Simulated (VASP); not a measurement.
A run of VASP 6.6.1:

File INCAR:

```
SYSTEM = CoSi2
PREC = Accurate
ENCUT = 520
EDIFF = 1E-7
ISMEAR = -1
SIGMA = 0.05
LREAL = .FALSE.
LASPH = .TRUE.
NELM = 150
ALGO = Normal
ISIF = 2
LWAVE = .FALSE.
LCHARG = .FALSE.
ISPIN = 2
MAGMOM = 2 0 0
LORBIT = 11
LMAXMIX = 4
GGA = PE
NBANDS = 20
```

The input KPOINTS:

```
Automatic mesh
0
G
  9 9 9
  0 0 0
```

POSCAR

```
CoSi2
1.0
    0.0000000000      2.7132408834      2.7132408834
    2.7132408834      0.0000000000      2.7132408834
    2.7132408834      2.7132408834      0.0000000000
Co Si
1 2
Direct
    0.0000000000      0.0000000000      0.0000000000
    0.7500000000      0.7500000000      0.7500000000
    0.2500000000      0.2500000000      0.2500000000
```

Potentials or basis: VASP PAW PBE potentials, release 64 (Co, Si).

Run with:

```bash
$ cat potpaw_PBE.64/Co/POTCAR potpaw_PBE.64/Si/POTCAR > POTCAR
$ mpirun -np 1 vasp_std > vasp.out
```

Hardware: 1 thread of AMD EPYC 7R43 64-Core Processor (Zen 3), on a shared host.

Q: Estimate the wall time of this run.

A: Run time: 95 s on 1 thread of AMD EPYC 7R43 64-Core Processor (Zen 3), with other jobs on the host, peak memory 0.17 GiB. Counts: scf iterations 17, k points 35.
